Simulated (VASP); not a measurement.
# Al3Ga2N5 (an interface model) in VASP: further runs

Al3Ga2N5 (an interface model) is run at these levels: PBE; tasks: single point.

All numbers are computed with VASP 6.6.1; they aren't measurements. Logs are shortened: lines on timing, memory, paths and dates and some standing lists are left out, and cuts for length are marked.

## 1. The cell of the first run

The cell holds layers of an interface, 20 atoms: a = 3.130 Å, b = 3.130 Å, c = 25.698 Å, α = 90.00°, β = 90.00°, γ = 120.00°.

## 2. Single point, PBE

INCAR

```
  PREC = Accurate
  ENCUT = 520
  EDIFF = 1E-7
  ISMEAR = 0
  SIGMA = 0.05
  LREAL = Auto
  LASPH = T
  NELM = 80
  ALGO = Normal
  ISIF = 2
  LWAVE = F
  LCHARG = F
  GGA = PE
  NBANDS = 76
```

KPOINTS

```
Automatic mesh
0
Gamma
  9 9 1
```

POSCAR

```
Al3Ga2N5
1.0
    3.1302084195      0.0000000000      0.0000000000
   -1.5651042098      2.7108400104      0.0000000000
    0.0000000000      0.0000000000     25.6979151952
N Al Ga
10 6 4
Direct
    0.6666666667      0.3333333333      0.0191496524
    0.3333333333      0.6666666667      0.1165729490
    0.6666666667      0.3333333333      0.2143641073
    0.3333333333      0.6666666667      0.3121441959
    0.6666666667      0.3333333333      0.4099215546
    0.3333333333      0.6666666667      0.5076895105
    0.6666666667      0.3333333333      0.6053651944
    0.3333333333      0.6666666667      0.7089668109
    0.6666666667      0.3333333333      0.8122122353
    0.3333333333      0.6666666667      0.9154705895
    0.3333333333      0.6666666667      0.0422834533
    0.6666666667      0.3333333333      0.1401250533
    0.3333333333      0.6666666667      0.2379108318
    0.6666666667      0.3333333333      0.3356928257
    0.3333333333      0.6666666667      0.4334682216
    0.6666666667      0.3333333333      0.5311426912
    0.3333333333      0.6666666667      0.6321081391
    0.6666666667      0.3333333333      0.7353013811
    0.3333333333      0.6666666667      0.8385584472
    0.6666666667      0.3333333333      0.9419402882
```

Potentials or basis: VASP PAW PBE potentials, release 64 (N, Al, Ga_d).

The run is started by

```sh
$ cat potpaw_PBE.64/N/POTCAR potpaw_PBE.64/Al/POTCAR potpaw_PBE.64/Ga_d/POTCAR > POTCAR
$ mpirun -np 1 vasp_std > vasp.out
```

OUTCAR:

```text
PREC = Accurate
   ENCUT = 520
   EDIFF = 1E-7
   ISMEAR = 0
   LREAL = Auto
   LASPH = T
   NELM = 80
   ISIF = 2
   GGA = PE

 ion  position               nearest neighbor table
   1  0.667  0.333  0.019-  11 1.90  11 1.90  11 1.90  20 1.98
   2  0.333  0.667  0.117-  12 1.91  12 1.91  12 1.91  11 1.91
   3  0.667  0.333  0.214-  13 1.91  13 1.91  13 1.91  12 1.91
   4  0.333  0.667  0.312-  14 1.91  14 1.91  14 1.91  13 1.91
   5  0.667  0.333  0.410-  15 1.91  15 1.91  15 1.91  14 1.91
   6  0.333  0.667  0.508-  16 1.91  16 1.91  16 1.91  15 1.91
   7  0.667  0.333  0.605-  16 1.91  17 1.93  17 1.93  17 1.93
   8  0.333  0.667  0.709-  18 1.93  18 1.93  18 1.93  17 1.98
   9  0.667  0.333  0.812-  19 1.93  19 1.93  19 1.93  18 1.98
  10  0.333  0.667  0.915-  20 1.93  20 1.93  20 1.93  19 1.98
  11  0.333  0.667  0.042-   1 1.90   1 1.90   1 1.90   2 1.91  12 3.10  12 3.10  12 3.10
  12  0.667  0.333  0.140-   2 1.91   2 1.91   2 1.91   3 1.91  13 3.10  13 3.10  13 3.10  11 3.10
                            11 3.10  11 3.10
  13  0.333  0.667  0.238-   3 1.91   3 1.91   3 1.91   4 1.91  14 3.10  14 3.10  14 3.10  12 3.10
                            12 3.10  12 3.10
  14  0.667  0.333  0.336-   4 1.91   4 1.91   4 1.91   5 1.91  15 3.10  15 3.10  15 3.10  13 3.10
                            13 3.10  13 3.10
  15  0.333  0.667  0.433-   5 1.91   5 1.91   5 1.91   6 1.91  16 3.09  16 3.09  16 3.09  14 3.10
                            14 3.10  14 3.10
  16  0.667  0.333  0.531-   6 1.91   6 1.91   6 1.91   7 1.91  15 3.09  15 3.09  15 3.09
  17  0.333  0.667  0.632-   7 1.93   7 1.93   7 1.93   8 1.98
  18  0.667  0.333  0.735-   8 1.93   8 1.93   8 1.93   9 1.98
  19  0.333  0.667  0.839-   9 1.93   9 1.93   9 1.93  10 1.98
  20  0.667  0.333  0.942-  10 1.93  10 1.93  10 1.93   1 1.98

  LATTYP: Found a hexagonal cell.
 ALAT       =     3.1302084195
 C/A-ratio  =     8.2096498863

  Lattice vectors:

 A1 = (   3.1302084195,   0.0000000000,   0.0000000000)
 A2 = (  -1.5651042098,   2.7108400104,   0.0000000000)
 A3 = (   0.0000000000,   0.0000000000,  25.6979151952)

Analysis of symmetry for initial positions (statically):
=====================================================================
 Subroutine PRICEL returns:
 Original cell was already a primitive cell.

 Routine SETGRP: Setting up the symmetry group for a
 hexagonal supercell.

 Subroutine GETGRP returns: Found  6 space group operations
 (whereof  6 operations were pure point group operations)
 out of a pool of 24 trial point group operations.

The static configuration has the point symmetry C_3v.

Analysis of symmetry for dynamics (positions and initial velocities):
=====================================================================
 Subroutine PRICEL returns:
 Original cell was already a primitive cell.

 Routine SETGRP: Setting up the symmetry group for a
 hexagonal supercell.

 Subroutine GETGRP returns: Found  6 space group operations
 (whereof  6 operations were pure point group operations)
 out of a pool of 24 trial point group operations.

The dynamic configuration has the point symmetry C_3v.

 Subroutine INISYM returns: Found  6 space group operations
 (whereof  6 operations are pure point group operations),
 and found     1 'primitive' translations

----------------------------------------------------------------------------------------

                                     Primitive cell

  volume of cell :     218.0595

  direct lattice vectors                    reciprocal lattice vectors
     3.130208420  0.000000000  0.000000000     0.319467545  0.184444673  0.000000000
    -1.565104210  2.710840010  0.000000000     0.000000000  0.368889347  0.000000000
     0.000000000  0.000000000 25.697915195     0.000000000  0.000000000  0.038913663

  length of vectors
     3.130208420  3.130208420 25.697915195     0.368889347  0.368889347  0.038913663

  position of ions in fractional coordinates (direct lattice)
     0.666666667  0.333333333  0.019149652
     0.333333333  0.666666667  0.116572949
     0.666666667  0.333333333  0.214364107
     0.333333333  0.666666667  0.312144196
     0.666666667  0.333333333  0.409921555
     0.333333333  0.666666667  0.507689511
[... 12 lines left out ...]
     0.333333333  0.666666667  0.838558447
     0.666666667  0.333333333  0.941940288

  ion indices of the primitive-cell ions
   primitive index   ion index
                 1           1
                 2           2
                 3           3
                 4           4
                 5           5
                 6           6
[... 12 lines left out ...]
                19          19
                20          20

----------------------------------------------------------------------------------------

 KPOINTS: Automatic mesh

Automatic generation of k-mesh.
 Grid dimensions read from file:
 generate k-points for:    9    9    1

 Generating k-lattice:

  Cartesian coordinates                     Fractional coordinates (reciprocal lattice)
     0.035496394  0.020493853  0.000000000     0.111111111 -0.000000000  0.000000000
     0.000000000  0.040987705  0.000000000     0.000000000  0.111111111  0.000000000
     0.000000000  0.000000000  0.038913663     0.000000000  0.000000000  1.000000000

  Length of vectors
     0.040987705  0.040987705  0.038913663

  Shift w.r.t. Gamma in fractional coordinates (k-lattice)
     0.000000000  0.000000000  0.000000000

 Subroutine IBZKPT returns following result:
 ===========================================

 Found     12 irreducible k-points:

 Following reciprocal coordinates:
            Coordinates               Weight
  0.000000  0.000000  0.000000      1.000000
  0.111111  0.000000  0.000000      6.000000
  0.222222  0.000000  0.000000      6.000000
  0.333333 -0.000000  0.000000      6.000000
  0.444444  0.000000  0.000000      6.000000
  0.111111  0.111111  0.000000      6.000000
  0.222222  0.111111  0.000000     12.000000
  0.333333  0.111111  0.000000     12.000000
  0.444444  0.111111  0.000000      6.000000
  0.222222  0.222222  0.000000      6.000000
  0.333333  0.222222  0.000000     12.000000
  0.333333  0.333333  0.000000      2.000000
   k-points           NKPTS =     12   k-points in BZ     NKDIM =     12   number of bands    NBANDS=     76
   number of dos      NEDOS =    301   number of ions     NIONS =     20
   total plane-waves  NPLWV = 110592
   dimension x,y,z NGX =    24 NGY =   24 NGZ =  192
   dimension x,y,z NGXF=    48 NGYF=   48 NGZF=  384
   ions per type =              10   6   4
   NGX,Y,Z   is equivalent  to a cutoff of  12.75, 12.75, 12.42 a.u.
   NGXF,Y,Z  is equivalent  to a cutoff of  25.49, 25.49, 24.84 a.u.
 SYSTEM =  unknown system
   PREC   = accura    normal or accurate (medium, high low for compatibility)
   ISTART =      0    job   : 0-new  1-cont  2-samecut
   ICHARG =      2    charge: 1-file 2-atom 10-const
   ISPIN  =      1    spin polarized calculation?
   LNONCOLLINEAR =      F non collinear calculations
   LSORBIT =      F    spin-orbit coupling
   LASPH  =      T    aspherical Exc in radial PAW
   ENCUT  =  520.0 eV  38.22 Ry    6.18 a.u.   5.82  5.82 47.78*2*pi/ulx,y,z
   NELM   =     80;   NELMIN=  2; NELMDL= -5     # of ELM steps
   EDIFF  = 0.1E-06   stopping-criterion for ELM
   LREAL  =      T    real-space projection
   EDIFFG = 0.1E-05   stopping-criterion for IOM
   NSW    =      0    number of steps for IOM
   IBRION =     -1    ionic relax: 0-MD 1-quasi-New 2-CG
   NFREE  =      0    steps in history (QN), initial steepest desc. (CG)
   ISIF   =      2    stress and relaxation
   ISYM   =      2    0-nonsym 1-usesym 2-fastsym
   POTIM  = 0.5000    time-step for ionic-motion
   TEBEG  =    0.0;   TEEND  =   0.0 temperature during run
   PSTRESS=    0.0 pullay stress
   NELECT =     120.0000    total number of electrons
   NUPDOWN=      -1.0000    fix difference up-down
   EMIN   =  10.00;   EMAX   =-10.00  energy-range for DOS
   EFERMI =   0.00;   METHOD = LEGACY
   ISMEAR =     0;   SIGMA  =   0.05  broadening in eV -4-tet -1-fermi 0-gaus
   EFERMI_NEDOS =   21; number of points for ismear=-14 and -15
   IALGO  =     38    algorithm
   IMIX   =      4    mixing-type and parameters
     AMIX     =   0.40;   BMIX     =  1.00
     AMIX_MAG =   1.60;   BMIX_MAG =  1.00
  volume/ion in A,a.u.               =      10.90        73.58
  Fermi-wavevector in a.u.,A,eV,Ry     =   1.341560  2.535182 24.487553  1.799784
  Thomas-Fermi vector in A             =   2.469784
   LORBIT       =      0    0 simple, 1 ext, 2 COOP (PROOUT), +10 PAW based schemes
   GGA     = PE    functional components
   LHFCALC =     F    Hartree Fock is set to
   AEXX    =    0.0000 exact exchange contribution
   IVDW    =     0    specifies the selected vdW correction
   LEPSILON=     F    determine dielectric tensor
   LRPA    =     F    only Hartree local field effects (RPA)
 non-spin polarized calculation
 Gauss-broadening in eV      SIGMA  =   0.05
  energy-cutoff  :      520.00
  volume of cell :      218.06
 maximum number of plane-waves:      5907
 NGX is ok and might be reduce to    24
   NGX = 11   NGY = 11   NGZ = 95

 number of electron     120.0000034 magnetization

 Free energy of the ion-electron system (eV)
  ---------------------------------------------------
  ext. energy  EPLUGINS =         0.00000000
  ---------------------------------------------------
  free energy    TOTEN  =      -137.78079723 eV

  energy without entropy =     -137.78079723  energy(sigma->0) =     -137.78079723

 E-fermi :   6.4365     XC(G=0): -11.2038

 val. band max:        6.1974748376   @ k =   0.0000   0.0000   0.0000
 cond. band min:       8.5261366023   @ k =   0.0000   0.0000   0.0000
 fundamental gap:      2.3286617647
 Fermi energy:         6.4364891388

 k-point     1 :       0.0000    0.0000    0.0000
  band No.  band energies     occupation
      1      -9.9588      2.00000
      2      -9.6707      2.00000
      3      -9.5453      2.00000
      4      -9.3093      2.00000
      5      -9.2737      2.00000
      6      -9.0476      2.00000
[... 64 lines left out ...]
     71      14.6070      0.00000
     72      14.7547      0.00000
[... 823 lines left out ...]
     71      13.4117      0.00000
     72      13.6970      0.00000
 [bands above 72 left out]

------------------------ aborting loop because EDIFF is reached ----------------------------------------

  FORCE on cell =-STRESS in cart. coord.  units (eV):
  Direction    XX          YY          ZZ          XY          YZ          ZX
  --------------------------------------------------------------------------------------
  -------------------------------------------------------------------------------------
  Total        6.5394134      6.5394134     -0.1629537     -0.0000000     -0.0000000      0.0000000
  in kB       48.0478922     48.0478922     -1.1972908     -0.0000000     -0.0000000      0.0000000
  external PRESSURE =      31.6328312 kB  Pullay stress =       0.0000000 kB

 VOLUME and BASIS-vectors are now :
 -----------------------------------------------------------------------------
  energy-cutoff  :      520.00
  volume of cell :      218.06
      direct lattice vectors                 reciprocal lattice vectors
     3.130208420  0.000000000  0.000000000     0.319467545  0.184444673  0.000000000
    -1.565104210  2.710840010  0.000000000     0.000000000  0.368889347  0.000000000
     0.000000000  0.000000000 25.697915195     0.000000000  0.000000000  0.038913663

 POSITION                                       TOTAL-FORCE (eV/Angst)
 -----------------------------------------------------------------------------------
      1.56510      0.90361      0.49211         0.000000     -0.000000      0.007965
     -0.00000      1.80723      2.99568         0.000000     -0.000000     -0.007190
      1.56510      0.90361      5.50871         0.000000     -0.000000     -0.005915
     -0.00000      1.80723      8.02146        -0.000000      0.000000     -0.004176
      1.56510      0.90361     10.53413        -0.000000     -0.000000     -0.006394
     -0.00000      1.80723     13.04656         0.000000     -0.000000     -0.002064
[... 12 lines left out ...]
     -0.00000      1.80723     21.54920        -0.000000     -0.000000      0.001480
      1.56510      0.90361     24.20590        -0.000000     -0.000000     -0.004266
 -----------------------------------------------------------------------------------
    total drift:                               -0.000001     -0.000002     -0.002639

  FREE ENERGIE OF THE ION-ELECTRON SYSTEM (eV)
  ---------------------------------------------------
  free  energy   TOTEN  =      -137.7807972338 eV

  energy  without entropy=     -137.7807972338  energy(sigma->0) =     -137.78079723
```

It took 5.9 min on 1 thread of Intel Xeon Platinum 8259CL at 2.50GHz (Skylake/Cascade Lake), shared host; peak memory 0.39 GiB.

Results:

| Quantity | Value |
| --- | --- |
| Free energy | -137.7808 eV |
| Pressure | 3.2 GPa |
| Largest force | 0.024 eV/Å |
| Band gap on the k mesh | 2.33 eV |

Forces in eV/Å, atoms in the order of the input:
```
N    0.000  0.000  0.008
N    0.000  0.000 -0.007
N    0.000  0.000 -0.006
N    0.000  0.000 -0.004
N    0.000  0.000 -0.006
N    0.000  0.000 -0.002
N    0.000  0.000 -0.024
N    0.000  0.000  0.003
N    0.000  0.000  0.002
N    0.000  0.000  0.000
Al   0.000  0.000  0.007
Al   0.000  0.000  0.006
Al   0.000  0.000  0.007
Al   0.000  0.000 -0.002
Al   0.000  0.000  0.004
Al   0.000  0.000  0.008
Ga   0.000  0.000  0.005
Ga   0.000  0.000  0.004
Ga   0.000  0.000  0.001
Ga   0.000  0.000 -0.004
```

Stress tensor (GPa, compression positive):
```
 4.80  0.00  0.00
 0.00  4.80  0.00
 0.00  0.00 -0.12
```

Levels at points of the mesh, in eV from the valence-band top:
| k point | band 58 | band 59 | band 60 | band 61 | band 62 | band 63 |
| --- | --- | --- | --- | --- | --- | --- |
| (0.00, 0.00, 0.00) | -0.28 | 0.00 | 0.00 | 2.33 | 3.38 | 3.68 |

## 3. Single point, PBE

This run uses another cell than the first one, of 10.93 Å³/atom.

INCAR

```
SYSTEM = Al3Ga2N5
ALGO = Normal ; EDIFF = 1E-6
ENCUT = 520 ; GGA = PE
ISIF = 2 ; ISMEAR = 0
LASPH = .True. ; LCHARG = .False.
LREAL = Auto ; LWAVE = .False.
NBANDS = 76 ; NELM = 60
PREC = Accurate ; SIGMA = 0.05
```

KPOINTS

```
k-points
0
Gamma
  9 9 1
  0 0 0
```

POSCAR

```
Al3Ga2N5
1.0
    3.1302084195      0.0000000000      0.0000000000
   -1.5651042098      2.7108400104      0.0000000000
    0.0000000000      0.0000000000     25.7533489133
N Al Ga
10 6 4
Direct
    0.6666666667      0.3333333333      0.0194149507
    0.3333333333      0.6666666667      0.1168400145
    0.6666666667      0.3333333333      0.2142650783
    0.3333333333      0.6666666667      0.3116901420
    0.6666666667      0.3333333333      0.4091152058
    0.3333333333      0.6666666667      0.5065402696
    0.6666666667      0.3333333333      0.6065070674
    0.3333333333      0.6666666667      0.7095786017
    0.6666666667      0.3333333333      0.8126501360
    0.3333333333      0.6666666667      0.9157216703
    0.3333333333      0.6666666667      0.0424985437
    0.6666666667      0.3333333333      0.1399236074
    0.3333333333      0.6666666667      0.2373486712
    0.6666666667      0.3333333333      0.3347737350
    0.3333333333      0.6666666667      0.4321987987
    0.6666666667      0.3333333333      0.5296238625
    0.3333333333      0.6666666667      0.6333171429
    0.6666666667      0.3333333333      0.7363886772
    0.3333333333      0.6666666667      0.8394602116
    0.6666666667      0.3333333333      0.9425317459
```

Potentials or basis: VASP PAW PBE potentials, release 64 (N, Al, Ga_d).

The run is started by

```sh
$ cat potpaw_PBE.64/N/POTCAR potpaw_PBE.64/Al/POTCAR potpaw_PBE.64/Ga_d/POTCAR > POTCAR
$ mpirun -np 1 vasp_std > vasp.out
```

Wall time 5.4 min (1 thread of Intel Xeon Platinum 8259CL at 2.50GHz (Skylake/Cascade Lake), shared host); peak memory 0.39 GiB.

The run converged. Its results:

- Free energy: -137.7370 eV
- Pressure: 2.8 GPa
- Largest force: 0.913 eV/Å
- Band gap on the k mesh: 1.98 eV

Forces on the atoms (eV/Å):
```
N    0.000  0.000  0.095
N    0.000  0.000 -0.162
N    0.000  0.000 -0.174
N    0.000  0.000 -0.176
N    0.000  0.000 -0.178
N    0.000  0.000 -0.100
N    0.000  0.000 -0.720
N    0.000  0.000  0.326
N    0.000  0.000  0.327
N    0.000  0.000  0.295
Al   0.000  0.000  0.021
Al   0.000  0.000  0.173
Al   0.000  0.000  0.181
Al   0.000  0.000  0.173
Al   0.000  0.000  0.173
Al   0.000  0.000  0.913
Ga   0.000  0.000 -0.300
Ga   0.000  0.000 -0.329
Ga   0.000  0.000 -0.332
Ga   0.000  0.000 -0.207
```

Stress tensor (GPa, compression positive):
```
 4.72  0.00  0.00
 0.00  4.72  0.00
 0.00  0.00 -1.16
```

Levels at points of the mesh, in eV from the valence-band top:
| k point | band 56 | band 57 | band 58 | band 59 | band 60 | band 61 | band 62 | band 63 | band 64 | band 65 |
| --- | --- | --- | --- | --- | --- | --- | --- | --- | --- | --- |
| (0.00, 0.00, 0.00) | -0.76 | -0.43 | -0.43 | 0.00 | 0.00 | 1.98 | 3.07 | 3.28 | 4.14 | 4.25 |
